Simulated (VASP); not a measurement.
# BiTe (Immm) in VASP: single point with PBEsol

Aim: the single point of BiTe with PBEsol.

All numbers are computed with VASP 6.6.1; they aren't measurements. Logs are shortened: lines on timing, memory, paths and dates and some standing lists are left out, and cuts for length are marked.

## 1. The cell of the first run

It takes space group Immm (No. 71, orthorhombic). Conventional cell: a = 4.564 Å, b = 4.586 Å, c = 6.470 Å, α = 90.00°, β = 90.00°, γ = 90.00°. Bi (site symmetry mmm) has 6 Te at 3.23 to 3.24 Å within 4.3 Å. Within 4.3 Å of Te (site symmetry mmm) lie 6 Bi at 3.23 to 3.24 Å.

## 2. Single point, PBEsol (strain +0.0050 x Voigt [0, 0, 0, 0, 0, 1])

INCAR reads:

```
SYSTEM = BiTe
PREC = Accurate
ENCUT = 520
EDIFF = 1E-7
ISMEAR = 0
SIGMA = 0.15
LREAL = .False.
LASPH = .True.
NELM = 60
ALGO = Normal
ISIF = 2
LWAVE = .False.
LCHARG = .False.
GGA = PS
NBANDS = 18
```

KPOINTS reads:

```
Automatic mesh
0
Gamma
  14 14 14
  0 0 0
```

POSCAR reads:

```
BiTe
1.0
    0.0080875000      3.2350000000      3.2350000000
    3.2350000000      0.0080875000      3.2350000000
    3.2430875000      3.2430875000      0.0000000000
Bi Te
1 1
Direct
    0.0000000000      0.0000000000      0.0000000000
    0.5000000000      0.5000000000      0.5000000000
```

Potentials or basis: VASP PAW PBE potentials, release 64 (Bi_d, Te).

The run is started by

```
$ cat potpaw_PBE.64/Bi_d/POTCAR potpaw_PBE.64/Te/POTCAR > POTCAR
$ mpirun -np 1 vasp_std > vasp.out
```

OUTCAR:

```text
SYSTEM = BiTe
   PREC = Accurate
   ENCUT = 520
   EDIFF = 1E-7
   ISMEAR = 0
   LREAL = .False.
   LASPH = .True.
   NELM = 60
   ISIF = 2
   GGA = PS

 ion  position               nearest neighbor table
   1  0.000  0.000  0.000-   2 3.23   2 3.23   2 3.24   2 3.24   2 3.24   2 3.24
   2  0.500  0.500  0.500-   1 3.23   1 3.23   1 3.24   1 3.24   1 3.24   1 3.24

  LATTYP: Found a body centered orthorhombic cell.
 ALAT       =     4.5635434221
 B/A-ratio  =     1.0050125313
 C/A-ratio  =     1.4177579573

  Lattice vectors:

 A1 = (   3.2350000000,   0.0080875000,  -3.2350000000)
 A2 = (  -3.2350000000,  -0.0080875000,  -3.2350000000)
 A3 = (   0.0080875000,   3.2350000000,   3.2350000000)

Analysis of symmetry for initial positions (statically):
=====================================================================
 Subroutine PRICEL returns:
 Original cell was already a primitive cell.

 Routine SETGRP: Setting up the symmetry group for a
 body centered orthorhombic supercell.

 Subroutine GETGRP returns: Found  8 space group operations
 (whereof  8 operations were pure point group operations)
 out of a pool of  8 trial point group operations.

The static configuration has the point symmetry D_2h.

Analysis of symmetry for dynamics (positions and initial velocities):
=====================================================================
 Subroutine PRICEL returns:
 Original cell was already a primitive cell.

 Routine SETGRP: Setting up the symmetry group for a
 body centered orthorhombic supercell.

 Subroutine GETGRP returns: Found  8 space group operations
 (whereof  8 operations were pure point group operations)
 out of a pool of  8 trial point group operations.

The dynamic configuration has the point symmetry D_2h.

 Subroutine INISYM returns: Found  8 space group operations
 (whereof  8 operations are pure point group operations),
 and found     1 'primitive' translations

----------------------------------------------------------------------------------------

                                     Primitive cell

  volume of cell :      67.7096

  direct lattice vectors                    reciprocal lattice vectors
     0.008087500  3.235000000  3.235000000    -0.154946873  0.154946873  0.154559505
     3.235000000  0.008087500  3.235000000     0.154946873 -0.154946873  0.154559505
     3.243087500  3.243087500  0.000000000     0.154174070  0.154174070 -0.154559505

  length of vectors
     4.574988023  4.574988023  4.586418326     0.268152396  0.268152396  0.267260039

  position of ions in fractional coordinates (direct lattice)
     0.000000000  0.000000000  0.000000000
     0.500000000  0.500000000  0.500000000

  ion indices of the primitive-cell ions
   primitive index   ion index
                 1           1
                 2           2

----------------------------------------------------------------------------------------

 KPOINTS: Automatic mesh

Automatic generation of k-mesh.
 Grid dimensions read from file:
 generate k-points for:   14   14   14

 Generating k-lattice:

  Cartesian coordinates                     Fractional coordinates (reciprocal lattice)
    -0.011067634  0.011067634  0.011039965     0.071428571 -0.000000000  0.000000000
     0.011067634 -0.011067634  0.011039965    -0.000000000  0.071428571  0.000000000
     0.011012434  0.011012434 -0.011039965     0.000000000  0.000000000  0.071428571

  Length of vectors
     0.019153743  0.019153743  0.019090003

  Shift w.r.t. Gamma in fractional coordinates (k-lattice)
     0.000000000  0.000000000  0.000000000

 Subroutine IBZKPT returns following result:
 ===========================================

 Found    428 irreducible k-points:

 Following reciprocal coordinates:
            Coordinates               Weight
  0.000000  0.000000  0.000000      1.000000
  0.071429  0.000000  0.000000      4.000000
  0.142857  0.000000  0.000000      4.000000
  0.214286 -0.000000  0.000000      4.000000
  0.285714 -0.000000  0.000000      4.000000
  0.357143  0.000000  0.000000      4.000000
[... 16 lines left out ...]
  0.214286  0.142857  0.000000      4.000000
  0.285714  0.142857  0.000000      4.000000
 [... further k-points ...]
   k-points           NKPTS =    428   k-points in BZ     NKDIM =    428   number of bands    NBANDS=     18
   number of dos      NEDOS =    301   number of ions     NIONS =      2
   total plane-waves  NPLWV =  46656
   dimension x,y,z NGX =    36 NGY =   36 NGZ =   36
   dimension x,y,z NGXF=    72 NGYF=   72 NGZF=   72
   ions per type =               1   1
   NGX,Y,Z   is equivalent  to a cutoff of  13.08, 13.08, 13.05 a.u.
   NGXF,Y,Z  is equivalent  to a cutoff of  26.16, 26.16, 26.10 a.u.
 SYSTEM =  BiTe
   PREC   = accura    normal or accurate (medium, high low for compatibility)
   ISTART =      0    job   : 0-new  1-cont  2-samecut
   ICHARG =      2    charge: 1-file 2-atom 10-const
   ISPIN  =      1    spin polarized calculation?
   LNONCOLLINEAR =      F non collinear calculations
   LSORBIT =      F    spin-orbit coupling
   LASPH  =      T    aspherical Exc in radial PAW
   ENCUT  =  520.0 eV  38.22 Ry    6.18 a.u.   8.51  8.51  8.53*2*pi/ulx,y,z
   NELM   =     60;   NELMIN=  2; NELMDL= -5     # of ELM steps
   EDIFF  = 0.1E-06   stopping-criterion for ELM
   LREAL  =      F    real-space projection
   EDIFFG = 0.1E-05   stopping-criterion for IOM
   NSW    =      0    number of steps for IOM
   IBRION =     -1    ionic relax: 0-MD 1-quasi-New 2-CG
   NFREE  =      0    steps in history (QN), initial steepest desc. (CG)
   ISIF   =      2    stress and relaxation
   ISYM   =      2    0-nonsym 1-usesym 2-fastsym
   POTIM  = 0.5000    time-step for ionic-motion
   TEBEG  =    0.0;   TEEND  =   0.0 temperature during run
   PSTRESS=    0.0 pullay stress
   NELECT =      21.0000    total number of electrons
   NUPDOWN=      -1.0000    fix difference up-down
   EMIN   =  10.00;   EMAX   =-10.00  energy-range for DOS
   EFERMI =   0.00;   METHOD = LEGACY
   ISMEAR =     0;   SIGMA  =   0.15  broadening in eV -4-tet -1-fermi 0-gaus
   EFERMI_NEDOS =   21; number of points for ismear=-14 and -15
   IALGO  =     38    algorithm
   IMIX   =      4    mixing-type and parameters
     AMIX     =   0.40;   BMIX     =  1.00
     AMIX_MAG =   1.60;   BMIX_MAG =  1.00
  volume/ion in A,a.u.               =      33.85       228.46
  Fermi-wavevector in a.u.,A,eV,Ry     =   1.108148  2.094097 16.707854  1.227993
  Thomas-Fermi vector in A             =   2.244672
   LORBIT       =      0    0 simple, 1 ext, 2 COOP (PROOUT), +10 PAW based schemes
   GGA     = PS    functional components
   LHFCALC =     F    Hartree Fock is set to
   AEXX    =    0.0000 exact exchange contribution
   IVDW    =     0    specifies the selected vdW correction
   LEPSILON=     F    determine dielectric tensor
   LRPA    =     F    only Hartree local field effects (RPA)
 non-spin polarized calculation
 Gauss-broadening in eV      SIGMA  =   0.15
  energy-cutoff  :      520.00
  volume of cell :       67.71
 maximum number of plane-waves:      1845
 NGX is ok and might be reduce to    36
   NGX = 17   NGY = 17   NGZ = 17

 number of electron      21.0000001 magnetization

 Free energy of the ion-electron system (eV)
  ---------------------------------------------------
  ext. energy  EPLUGINS =         0.00000000
  ---------------------------------------------------
  free energy    TOTEN  =        -7.98225051 eV

  energy without entropy =       -7.96602502  energy(sigma->0) =       -7.97413776

 E-fermi :   6.4911     XC(G=0):  -9.5935

 val. band max:        6.4896712347   @ k =  -0.2857   0.5000   0.3571
 cond. band min:       6.4967123567   @ k =  -0.1429  -0.0000   0.4286
 fundamental gap:      0.0070411220
 Fermi energy:         6.4910975624

 k-point     1 :       0.0000    0.0000    0.0000
  band No.  band energies     occupation
      1     -16.5712      2.00000
      2     -16.5712      2.00000
      3     -16.5669      2.00000
      4     -16.5666      2.00000
      5     -16.5664      2.00000
      6      -7.0447      2.00000
[... 10 lines left out ...]
     17      12.4810      0.00000
     18      12.9258      0.00000

 k-point     2 :       0.0714    0.0000    0.0000
  band No.  band energies     occupation
      1     -16.5713      2.00000
      2     -16.5713      2.00000
      3     -16.5666      2.00000
      4     -16.5664      2.00000
      5     -16.5662      2.00000
      6      -6.9989      2.00000
[... 10 lines left out ...]
     17      12.8147      0.00000
     18      13.3181      0.00000

 k-point     3 :       0.1429    0.0000    0.0000
  band No.  band energies     occupation
      1     -16.5719      2.00000
      2     -16.5719      2.00000
      3     -16.5661      2.00000
      4     -16.5658      2.00000
      5     -16.5654      2.00000
      6      -6.8620      2.00000
[... 10 lines left out ...]
     17      13.6350      0.00000
     18      14.1303      0.00000

 k-point     4 :       0.2143   -0.0000    0.0000
  band No.  band energies     occupation
      1     -16.5728      2.00000
      2     -16.5728      2.00000
      3     -16.5657      2.00000
      4     -16.5644      2.00000
      5     -16.5639      2.00000
      6      -6.6361      2.00000
[... 375 lines left out ...]
      4     -16.5650      2.00000
      5     -16.5645      2.00000
      6      -6.8047      2.00000
[... 10 lines left out ...]
     17      12.9319      0.00000
     18      13.3584      0.00000

 k-point    23 :       0.2143    0.1429    0.0000
  band No.  band energies     occupation
      1     -16.5748      2.00000
      2     -16.5702      2.00000
      3     -16.5674      2.00000
      4     -16.5637      2.00000
      5     -16.5635      2.00000
      6      -6.6431      2.00000
[... 10 lines left out ...]
     17      13.3714      0.00000
     18      13.7444      0.00000

 k-point    24 :       0.2857    0.1429    0.0000
  band No.  band energies     occupation
      1     -16.5759      2.00000
      2     -16.5709      2.00000
      3     -16.5670      2.00000
      4     -16.5624      2.00000
      5     -16.5622      2.00000
      6      -6.3967      2.00000
[... 10 lines left out ...]
     17      14.2228      0.00000
     18      14.5614      0.00000

 [... further k-points ...]

------------------------ aborting loop because EDIFF is reached ----------------------------------------

  FORCE on cell =-STRESS in cart. coord.  units (eV):
  Direction    XX          YY          ZZ          XY          YZ          ZX
  --------------------------------------------------------------------------------------
  -------------------------------------------------------------------------------------
  Total       -0.7313216     -0.7313216     -0.7317446     -0.0011692      0.0000000      0.0000000
  in kB      -17.3048912    -17.3048912    -17.3148998     -0.0276660      0.0000000      0.0000000
  external PRESSURE =     -17.3082274 kB  Pullay stress =       0.0000000 kB

 VOLUME and BASIS-vectors are now :
 -----------------------------------------------------------------------------
  energy-cutoff  :      520.00
  volume of cell :       67.71
      direct lattice vectors                 reciprocal lattice vectors
     0.008087500  3.235000000  3.235000000    -0.154946873  0.154946873  0.154559505
     3.235000000  0.008087500  3.235000000     0.154946873 -0.154946873  0.154559505
     3.243087500  3.243087500  0.000000000     0.154174070  0.154174070 -0.154559505

 POSITION                                       TOTAL-FORCE (eV/Angst)
 -----------------------------------------------------------------------------------
      0.00000      0.00000      0.00000        -0.000000     -0.000000      0.000000
      3.24309      3.24309      3.23500         0.000000      0.000000      0.000000
 -----------------------------------------------------------------------------------
    total drift:                               -0.000000      0.000000      0.000000

  FREE ENERGIE OF THE ION-ELECTRON SYSTEM (eV)
  ---------------------------------------------------
  free  energy   TOTEN  =        -7.9822505067 eV

  energy  without entropy=       -7.9660250215  energy(sigma->0) =       -7.97413776
```

Run time: 8.5 min. Hardware: 1 thread of Intel Xeon 8259CL, shared host; peak memory 0.62 GiB.

What came out:

| Property | Result |
| --- | --- |
| Free energy | -7.9823 eV |
| Pressure | -1.7 GPa |
| Band gap on the k mesh | zero (an odd number of electrons rules out a gap without spin polarisation) |

Levels at points of the mesh, in eV from the Fermi level:
```
           k point  band 6  band 7  band 8  band 9  band 10  band 11  band 12  band 13  band 14  band 15
(0.00, 0.00, 0.00)  -13.54   -8.14   -2.56   -2.53    -2.51     2.14     2.15     2.16     4.60     4.63
(0.50, 0.00, 0.00)  -11.57  -11.26   -1.92   -1.91    -1.62    -0.87    -0.65    -0.64     7.24     7.72
(0.50, 0.50, 0.00)  -11.77   -9.96   -5.68   -4.04    -3.99     2.17     3.58     3.60     4.95     8.70
(0.00, 0.00, 0.50)  -11.58  -11.27   -1.90   -1.89    -1.60    -0.85    -0.63    -0.62     7.23     7.70
(0.50, 0.00, 0.50)  -11.77   -9.96   -5.68   -4.01    -4.01     2.17     3.59     3.59     4.95     8.70
```

Caveat: the cell differs from its parent crystal (strain +0.0050 x Voigt [0, 0, 0, 0, 0, 1]); the PAW data sets were made with another functional, which shifts forces and pressure a little; spin-orbit coupling is left out, which moves the levels of the heavy elements.
